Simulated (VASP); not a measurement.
# CdTe2Pb3 (P-4m2) in VASP: further runs

Runs on CdTe2Pb3. Level: PBE. Tasks: single point.

All numbers are computed with VASP 6.6.1; they aren't measurements. Logs are shortened: lines on timing, memory, paths and dates and some standing lists are left out, and cuts for length are marked.

### 1 The cell of the first run

Symmetry: P-4m2, No. 115, tetragonal system. Conventional cell: a = 4.608 Å, b = 4.608 Å, c = 9.229 Å, α = 90.00°, β = 90.00°, γ = 90.00°. Cd (site symmetry -4m2) has 8 Pb at 3.26 to 3.78 Å and 4 Te at 3.77 Å within 4.3 Å. Within 4.3 Å of Te (site symmetry 2mm) lie 7 Pb at 3.25 to 3.77 Å and 2 Cd at 3.77 Å. Pb (site symmetry -4m2) has 4 Cd at 3.26 Å and 4 Te at 3.77 Å and 4 Pb at 3.78 Å within 4.3 Å. Pb (site symmetry 2mm) has 5 Te at 3.25 to 3.26 Å and 2 Cd at 3.78 Å and 2 Pb at 3.78 Å within 4.3 Å.

The cell was generated, and may not be a known phase.

### 2 Single point, PBE

File INCAR:

```
SYSTEM = CdTe2Pb3
PREC = Accurate ; ENCUT = 520
EDIFF = 1E-7 ; ISMEAR = 0
SIGMA = 0.1 ; LREAL = .False.
LASPH = .True. ; NELM = 100
ALGO = Fast ; ISIF = 2
LWAVE = .False. ; LCHARG = .False.
GGA = PE ; NBANDS = 42
```

File KPOINTS:

```
Automatic mesh
0
Gamma
  8 8 4
  0 0 0
```

File POSCAR:

```
CdTe2Pb3
1.0
    4.6083481261      0.0000000000      0.0000000000
    0.0000000000      4.6083481261      0.0000000000
    0.0000000000      0.0000000000      9.2290145691
Cd Te Pb
1 2 3
Direct
    0.5000000000      0.5000000000      0.0000000000
    0.5000000000      0.0000000000      0.3226732727
    0.0000000000      0.5000000000      0.6773267273
    0.0000000000      0.0000000000      0.0000000000
    0.5000000000      0.0000000000      0.6750174384
    0.0000000000      0.5000000000      0.3249825616
```

Potentials or basis: VASP PAW PBE potentials, release 64 (Cd, Te, Pb_d).

Run with:

```
$ cat potpaw_PBE.64/Cd/POTCAR potpaw_PBE.64/Te/POTCAR potpaw_PBE.64/Pb_d/POTCAR > POTCAR
$ mpirun -np 1 vasp_std > vasp.out
```

OUTCAR:

```text
SYSTEM = CdTe2Pb3
   PREC = Accurate
   ENCUT = 520
   EDIFF = 1E-7
   ISMEAR = 0
   LREAL = .False.
   LASPH = .True.
   NELM = 100
   ISIF = 2
   GGA = PE

 ion  position               nearest neighbor table
   1  0.500  0.500  0.000-   4 3.26   4 3.26   4 3.26   4 3.26   5 3.78   6 3.78   6 3.78   5 3.78

   2  0.500  0.000  0.323-   5 3.25   6 3.26   6 3.26   6 3.26   6 3.26   4 3.77   4 3.77
   3  0.000  0.500  0.677-   6 3.25   5 3.26   5 3.26   5 3.26   5 3.26   4 3.77   4 3.77
   4  0.000  0.000  0.000-   1 3.26   1 3.26   1 3.26   1 3.26   3 3.77   3 3.77   2 3.77   2 3.77
                             5 3.78   6 3.78   5 3.78   6 3.78
   5  0.500  0.000  0.675-   2 3.25   3 3.26   3 3.26   3 3.26   3 3.26   1 3.78   4 3.78   4 3.78
                             1 3.78
   6  0.000  0.500  0.325-   3 3.25   2 3.26   2 3.26   2 3.26   2 3.26   4 3.78   1 3.78   4 3.78
                             1 3.78

  LATTYP: Found a simple tetragonal cell.
 ALAT       =     4.6083481261
 C/A-ratio  =     2.0026730439

  Lattice vectors:

 A1 = (   4.6083481261,   0.0000000000,   0.0000000000)
 A2 = (   0.0000000000,   4.6083481261,   0.0000000000)
 A3 = (   0.0000000000,   0.0000000000,   9.2290145691)

Analysis of symmetry for initial positions (statically):
=====================================================================
 Subroutine PRICEL returns:
 Original cell was already a primitive cell.

 Routine SETGRP: Setting up the symmetry group for a
 simple tetragonal supercell.

 Subroutine GETGRP returns: Found  8 space group operations
 (whereof  8 operations were pure point group operations)
 out of a pool of 16 trial point group operations.

The static configuration has the point symmetry D_2d.

Analysis of symmetry for dynamics (positions and initial velocities):
=====================================================================
 Subroutine PRICEL returns:
 Original cell was already a primitive cell.

 Routine SETGRP: Setting up the symmetry group for a
 simple tetragonal supercell.

 Subroutine GETGRP returns: Found  8 space group operations
 (whereof  8 operations were pure point group operations)
 out of a pool of 16 trial point group operations.

The dynamic configuration has the point symmetry D_2d.

 Subroutine INISYM returns: Found  8 space group operations
 (whereof  8 operations are pure point group operations),
 and found     1 'primitive' translations

----------------------------------------------------------------------------------------

                                     Primitive cell

  volume of cell :     195.9954

[... 103 lines left out ...]
   ISYM   =      2    0-nonsym 1-usesym 2-fastsym
   POTIM  = 0.5000    time-step for ionic-motion
   TEBEG  =    0.0;   TEEND  =   0.0 temperature during run
   PSTRESS=    0.0 pullay stress
   NELECT =      66.0000    total number of electrons
   NUPDOWN=      -1.0000    fix difference up-down
   EMIN   =  10.00;   EMAX   =-10.00  energy-range for DOS
   EFERMI =   0.00;   METHOD = LEGACY
   ISMEAR =     0;   SIGMA  =   0.10  broadening in eV -4-tet -1-fermi 0-gaus
   EFERMI_NEDOS =   21; number of points for ismear=-14 and -15
   IALGO  =     68    algorithm
   IMIX   =      4    mixing-type and parameters
     AMIX     =   0.40;   BMIX     =  1.00
     AMIX_MAG =   1.60;   BMIX_MAG =  1.00
  volume/ion in A,a.u.               =      32.67       220.44
  Fermi-wavevector in a.u.,A,eV,Ry     =   1.138957  2.152318 17.649806  1.297224
  Thomas-Fermi vector in A             =   2.275661
   LORBIT       =      0    0 simple, 1 ext, 2 COOP (PROOUT), +10 PAW based schemes
   GGA     = PE    functional components
   LHFCALC =     F    Hartree Fock is set to
   AEXX    =    0.0000 exact exchange contribution
   IVDW    =     0    specifies the selected vdW correction
   LEPSILON=     F    determine dielectric tensor
   LRPA    =     F    only Hartree local field effects (RPA)
 non-spin polarized calculation
 RMM-DIIS sequential band-by-band and
 Gauss-broadening in eV      SIGMA  =   0.10
  energy-cutoff  :      520.00
  volume of cell :      196.00
 maximum number of plane-waves:      5314
 NGX is ok and might be reduce to    36
   NGX = 17   NGY = 17   NGZ = 35

 number of electron      66.0000003 magnetization

 Free energy of the ion-electron system (eV)
  ---------------------------------------------------
  ext. energy  EPLUGINS =         0.00000000
  ---------------------------------------------------
  free energy    TOTEN  =       -18.60072625 eV

  energy without entropy =      -18.59508020  energy(sigma->0) =      -18.59790322

 E-fermi :   5.5525     XC(G=0):  -9.4823

 val. band max:        5.4810074352   @ k =   0.5000   0.0000   0.0000
 cond. band min:       5.5574777427   @ k =   0.2500   0.0000   0.2500
 fundamental gap:      0.0764703075
 Fermi energy:         5.5525362074

 k-point     1 :       0.0000    0.0000    0.0000
  band No.  band energies     occupation
      1     -11.7500      2.00000
      2     -11.7418      2.00000
      3     -11.7412      2.00000
      4     -11.7370      2.00000
      5     -11.7351      2.00000
      6     -11.7179      2.00000
[... 1069 lines left out ...]
     41       8.8306      0.00000
     42      10.2259      0.00000

 [... further k-points ...]

------------------------ aborting loop because EDIFF is reached ----------------------------------------

  FORCE on cell =-STRESS in cart. coord.  units (eV):
  Direction    XX          YY          ZZ          XY          YZ          ZX
  --------------------------------------------------------------------------------------
  -------------------------------------------------------------------------------------
  Total        0.0006078      0.0006078     -0.0085816      0.0000000      0.0000000      0.0000000
  in kB        0.0049685      0.0049685     -0.0701508      0.0000000      0.0000000      0.0000000
  external PRESSURE =      -0.0200713 kB  Pullay stress =       0.0000000 kB

 VOLUME and BASIS-vectors are now :
 -----------------------------------------------------------------------------
  energy-cutoff  :      520.00
  volume of cell :      196.00
      direct lattice vectors                 reciprocal lattice vectors
     4.608348126  0.000000000  0.000000000     0.216997495  0.000000000  0.000000000
     0.000000000  4.608348126  0.000000000     0.000000000  0.216997495  0.000000000
     0.000000000  0.000000000  9.229014569     0.000000000  0.000000000  0.108353930

 POSITION                                       TOTAL-FORCE (eV/Angst)
 -----------------------------------------------------------------------------------
      2.30417      2.30417      0.00000         0.000000      0.000000      0.000000
      2.30417      0.00000      2.97796         0.000000     -0.000000     -0.000277
      0.00000      2.30417      6.25106         0.000000     -0.000000      0.000277
      0.00000      0.00000      0.00000        -0.000000     -0.000000      0.000000
      2.30417      0.00000      6.22975         0.000000     -0.000000      0.000988
      0.00000      2.30417      2.99927        -0.000000     -0.000000     -0.000988
 -----------------------------------------------------------------------------------
    total drift:                                0.000000      0.000000      0.000000

  FREE ENERGIE OF THE ION-ELECTRON SYSTEM (eV)
  ---------------------------------------------------
  free  energy   TOTEN  =       -18.6007262520 eV

  energy  without entropy=      -18.5950801980  energy(sigma->0) =      -18.59790322
```

OSZICAR:

```text
N       E                     dE             d eps       ncg     rms          rms(c)
DAV:   1     0.695682223652E+03    0.69568E+03   -0.29795E+04  3780   0.161E+03
DAV:   2     0.531919052753E+02   -0.64249E+03   -0.62423E+03  3810   0.443E+02
DAV:   3    -0.153097729399E+02   -0.68502E+02   -0.66165E+02  4730   0.170E+02
DAV:   4    -0.187579973626E+02   -0.34482E+01   -0.34226E+01  4452   0.385E+01
DAV:   5    -0.189267645917E+02   -0.16877E+00   -0.16870E+00  5280   0.843E+00    0.595E+00
RMM:   6    -0.186088346325E+02    0.31793E+00   -0.54389E-01  4005   0.357E+00    0.359E+00
RMM:   7    -0.186022916636E+02    0.65430E-02   -0.22978E-01  4720   0.191E+00    0.128E+00
RMM:   8    -0.185995356198E+02    0.27560E-02   -0.26065E-02  4412   0.161E+00    0.197E-01
RMM:   9    -0.186004769126E+02   -0.94129E-03   -0.97656E-03  5406   0.656E-01    0.103E-01
RMM:  10    -0.186006726152E+02   -0.19570E-03   -0.19477E-03  5615   0.279E-01    0.792E-02
RMM:  11    -0.186007177629E+02   -0.45148E-04   -0.31350E-04  5760   0.105E-01    0.610E-02
RMM:  12    -0.186007279221E+02   -0.10159E-04   -0.61535E-05  4835   0.534E-02    0.259E-02
RMM:  13    -0.186007256626E+02    0.22595E-05   -0.25752E-05  5259   0.314E-02    0.107E-02
RMM:  14    -0.186007262857E+02   -0.62317E-06   -0.67729E-06  5904   0.149E-02    0.417E-03
RMM:  15    -0.186007262520E+02    0.33770E-07   -0.71259E-07  3914   0.577E-03
   1 F= -.18600726E+02 E0= -.18597903E+02  d E =-.564605E-02
```

stdout:

```text
POSCAR found type information on POSCAR CdTePb
 POSCAR found :  3 types and       6 ions
 scaLAPACK will be used
 LDA part: xc-table for (Slater+PW92), standard interpolation
 POSCAR, INCAR and KPOINTS ok, starting setup
 FFT: planning ... GRIDC
 FFT: planning ... GRID_SOFT
 FFT: planning ... GRID
 WAVECAR not read
 entering main loop
```

It took 11 min on 1 thread of Intel Xeon 8259CL, shared host; peak memory 0.51 GiB.

Results:

- Free energy: -18.6007 eV
- Pressure: 0.0 GPa
- Band gap on the k mesh: zero (bands 33 and 34 overlap by 2.21 eV)

Caveat: spin-orbit coupling is left out, which moves the levels of the heavy elements.

### 3 Single point, PBE

File INCAR:

```
ALGO     = Fast           # electronic algorithm
EDIFF    = 1E-7           # SCF threshold, eV
ENCUT    = 520            # plane-wave cutoff, eV
GGA      = PE             # functional
ISIF     = 2              # what is computed and relaxed
ISMEAR   = 0              # smearing method
LASPH    = T              # aspherical terms in the spheres
LCHARG   = F              # write CHGCAR
LREAL    = F              # projectors in reciprocal space
LWAVE    = F              # write WAVECAR
NBANDS   = 42             # bands
NELM     = 100            # most SCF steps
PREC     = Accurate       # precision mode
SIGMA    = 0.1            # smearing width, eV
```

File KPOINTS:

```
k-points
0
Gamma
  8 8 4
```

File POSCAR:

```
CdTe2Pb3
1.0
    4.6095113159      0.0000000000      0.0000000000
    0.0000000000      4.6095113159      0.0000000000
    0.0000000000      0.0000000000      9.2300345105
Cd Te Pb
1 2 3
Direct
    0.5000000000      0.5000000000      0.0000000000
    0.5000000000      0.0000000000      0.3226259322
    0.0000000000      0.5000000000      0.6773740678
    0.0000000000      0.0000000000      0.0000000000
    0.5000000000      0.0000000000      0.6750427422
    0.0000000000      0.5000000000      0.3249572578
```

Potentials or basis: VASP PAW PBE potentials, release 64 (Cd, Te, Pb_d).

Run with:

```
$ cat potpaw_PBE.64/Cd/POTCAR potpaw_PBE.64/Te/POTCAR potpaw_PBE.64/Pb_d/POTCAR > POTCAR
$ mpirun -np 1 vasp_std > vasp.out
```

Run time: 10 min. Hardware: 1 thread of Intel Xeon 8259CL, shared host; peak memory 0.51 GiB.

Results (log left out):

```yaml
Free_energy: -18.6007 eV
Pressure: 0.0 GPa
Band_gap_on_the_k_mesh: zero (bands 33 and 34 overlap by 2.21 eV)
```

Levels at points of the mesh, in eV from the Fermi level:
```tsv
k point	band 30	band 31	band 32	band 33	band 34	band 35	band 36	band 37
(0.00, 0.00, 0.00)	-2.36	-2.36	-0.78	-0.32	0.23	0.23	2.39	3.05
(0.50, 0.00, 0.00)	-1.32	-1.14	-1.01	-0.85	-0.07	0.57	0.76	0.90
(0.50, 0.50, 0.00)	-3.38	-3.38	-1.83	-0.29	-0.29	1.17	1.68	1.68
(0.00, 0.00, 0.50)	-2.59	-1.77	-0.71	0.38	0.38	1.33	1.98	2.45
(0.50, 0.00, 0.50)	-1.57	-1.10	-1.04	0.14	0.34	0.37	0.66	1.26
(0.50, 0.50, 0.50)	-2.56	-2.56	-1.90	-1.90	-1.45	0.50	2.09	3.24
```

Caveat: spin-orbit coupling is left out, which moves the levels of the heavy elements.

The gap in the log of VASP goes by the Fermi energy; the results here count the filled bands.